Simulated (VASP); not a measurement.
Input of a VASP 6.6.1 run:

INCAR

```
PREC = Accurate
ENCUT = 520
EDIFF = 1E-6
ISMEAR = 0
SIGMA = 0.1
LREAL = False
LASPH = True
NELM = 60
ALGO = Normal
ISIF = 2
LWAVE = False
LCHARG = False
GGA = PS
NBANDS = 16
```

KPOINTS

```
Automatic mesh
0
Gamma
  6 6 4
```

POSCAR

```
AlN
1.0
    3.1110021516      0.0000000000      0.0000000000
   -1.5555010758      2.6942068945      0.0000000000
    0.0000000000      0.0000000000      4.9780000000
Al N
2 2
Direct
    0.3333333333      0.6666666667      0.0000000000
    0.6666666667      0.3333333333      0.5000000000
    0.3333333333      0.6666666667      0.3850000000
    0.6666666667      0.3333333333      0.8850000000
```

Potentials or basis: VASP PAW PBE potentials, release 64 (Al, N).

Run with:

```sh
$ cat potpaw_PBE.64/Al/POTCAR potpaw_PBE.64/N/POTCAR > POTCAR
$ mpirun -np 1 vasp_std > vasp.out
```

What does it give for the band gap on the k mesh?

4.09 eV, direct.

What does it give for the pressure?

0.5 GPa.

Predict the largest force.

0.177 eV/Å.

Stress tensor (GPa, compression positive):
```
 1.17  0.00  0.00
 0.00  1.17  0.00
 0.00  0.00 -0.85
```

Caveat: the PAW data sets were made with another functional, which shifts forces and pressure a little.

**The experiment to reproduce.**

“Self-assembly of well-separated AlN nanowires directly on sputtered metallic TiN films”, 2019, arxiv:1910.07391 quotes, for a bulk crystal of AlN at 10 K: band gap 6.034 eV (an exciton energy, a little under the gap).

Measured gap of AlN: 6.034 eV (an exciton energy, a little under the gap; 10 K; quoted in “Self-assembly of well-separated AlN nanowires directly on sputtered metallic TiN films”, 2019, arxiv:1910.07391). This calculation gives 4.09 eV (-1.94 eV). 2 values of this kind are on record (6.034 to 6.0343 eV); this one was drawn at random. The value is that of PBEsol, without temperature or zero-point motion. Semilocal functionals fall short of measured gaps as a rule.
